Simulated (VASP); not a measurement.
## Se: relaxation of shape and atoms at fixed volume with PBEsol

Crystal: Se.

```
Se
1.0
     4.14443    0.00000    0.00000
    -2.07222    3.58918    0.00000
     0.00000    0.00000    5.15888
Se
3
Direct
  0.24350 0.00000 0.33333
  0.00000 0.24350 0.66667
  0.75650 0.75650 0.00000
```

- Program: VASP 6.6.1
- Task: relaxation of shape and atoms at fixed volume
- Functional: PBEsol
- Potentials or basis: VASP PAW PBE potentials, release 64 (Se)
- Cutoff: 600 eV
- k mesh: 12 × 12 × 8
- Occupations: gaussian, width 0.02 eV
- Spin: no spin polarisation
- Dipole correction: no
- Further INCAR settings: ALGO = Normal; EDIFF = 1e-06; IBRION = 2; EDIFFG = -0.01; NSW = 50; ISIF = 4

```yaml
Energy_gained_by_relaxing: 2.1 meV/atom
Ionic_steps: 6
Pressure_after_relaxing: -1.0 GPa
Band_gap_on_the_k_mesh: 0.57 eV (least direct gap 0.65 eV)
```

Step by step:
| step | energy change (eV) | largest force (eV/Å) | pressure (GPa) | volume (Å³) |
| --- | --- | --- | --- | --- |
| 1 | 0.0000 | 0.1764 | -2.12 | 76.74 |
| 2 | -0.0046 | 0.0864 | -1.59 | 76.74 |
| 3 | -0.0063 | 0.0053 | -1.08 | 76.74 |
| 4 | -0.0063 | 0.0144 | -1.02 | 76.74 |
| 5 | -0.0064 | 0.0085 | -1.02 | 76.74 |
| 6 | -0.0064 | 0.0016 | -1.01 | 76.74 |

Final structure:
```
CELL_PARAMETERS angstrom
4.16718 0.00000 0.00000
-2.08359 3.60889 0.00000
0.00000 0.00000 5.10271
ATOMIC_POSITIONS crystal
Se 0.23971 0.00000 0.33333
Se 0.00000 0.23971 0.66667
Se 0.76029 0.76029 0.00000
```

Levels at points of the mesh, in eV from the valence-band top:
```
           k point  band 5  band 6  band 7  band 8  band 9  band 10  band 11  band 12  band 13
(0.00, 0.00, 0.00)   -3.57   -3.57   -1.90   -1.90   -0.46     1.52     1.52     2.03     6.30
(0.50, 0.00, 0.00)   -4.84   -3.64   -3.31   -1.58   -1.00     1.56     1.88     4.15     4.62
(0.00, 0.00, 0.50)   -3.16   -3.16   -1.43   -1.43   -1.30     0.98     0.98     1.00     5.78
(0.50, 0.00, 0.50)   -4.37   -4.22   -2.24   -1.74   -0.06     1.36     2.59     2.83     5.99
```

Run time: 3.8 min on 1 thread of Intel(R) Xeon(R) Platinum 8488C (Sapphire Rapids), on a shared host, peak memory 0.31 GiB.

Caveat: semilocal functionals underestimate gaps, and a narrow one can read as zero; the PAW data sets were made with another functional, which shifts forces and pressure a little. A k mesh can miss the band edges.
